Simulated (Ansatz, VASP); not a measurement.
**TaN in VASP and in Ansatz**

```
Ta N
1.0
     0.00000    2.17900    2.09184
     2.17900    0.00000    2.09184
     2.17900    2.17900    0.00000
Ta N
1 1
Cartesian
  2.1790 2.1790 2.0918
  0.0000 0.0000 0.0000
```

Change from the starting cell: strain +0.000 along x and y, -0.040 along z, atoms carried along.

Alike in both runs: task single point; functional PBE; k mesh 18 × 18 × 18; occupations gaussian, width 0.15 eV; no spin polarisation.

```csv
,VASP,Ansatz
version,VASP 6.6.1,Ansatz 0.2.0
potentials or method,"VASP PAW PBE potentials, release 64 (Ta_pv, N), cutoff 600 eV","scalar-relativistic, plane waves, PAW"
valence electrons in the cell,16,18
```

Ansatz gave:

* gap on the k mesh at the Fermi level (eV): none
* pressure (GPa): 33.7
* traceless stress, the component that is largest in VASP (GPa): 24.52

Which values does VASP return?

gap on the k mesh at the Fermi level (eV): none; pressure (GPa): 34.8; traceless stress, the component that is largest in VASP (GPa): 24.74.

A gap of «none» marks a metal or a gap that the smearing closes. Both programs put the cell under a high pressure, so it lies far from rest at this level. With one functional, cell and mesh, what is left measures potentials, basis and numerics. VASP's potentials hold 16 valence electrons a cell and Ansatz's 18, so a difference there can come from the potentials and not from the codes.

Spin-orbit coupling is off throughout.
